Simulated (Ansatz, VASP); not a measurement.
# One calculation of BiTe, two programs

```xyz
2
Lattice="0.0000 3.2027 3.2350 3.2027 0.0000 3.2350 3.2027 3.2027 0.0000" Properties=species:S:1:pos:R:3 pbc="T T T"
Bi    0.0000    0.0000    0.0000
Te    3.2027    3.2027    3.2350
```

Change from the starting cell: equal xx and yy strain of -1 %, crystal datasets.

Alike in both runs: task electric field gradients; functional LDA; k mesh 10 × 10 × 10; occupations fermi-dirac, width 0.08 eV; no spin polarisation.

|  | VASP | Ansatz |
| --- | --- | --- |
| version | VASP 6.6.1 | Ansatz 0.2.0 |
| potentials or method | VASP PAW LDA potentials, release 64 (Bi_d, Te), cutoff 520 eV | all-electron PAW with datasets made for the crystal, scalar-relativistic |

VASP gave:

```
pressure (GPa)                                                : -1.8
traceless stress, the component that is largest in VASP (GPa) : -0.48
size of Vzz on the site where it differs most (V/Å²)          : 22.6
```

Problem. What did Ansatz give for the same quantities?

Solution. Pressure (GPa): -1.8; traceless stress, the component that is largest in VASP (GPa): -0.48; size of Vzz on the site where it differs most (V/Å²): 23.8.

LDA's correlation is that of Perdew and Zunger in VASP and of Perdew and Wang (1992) in Ansatz. Ansatz ran all-electron here, and VASP with PAW potentials.

Neither program's run includes spin-orbit coupling.
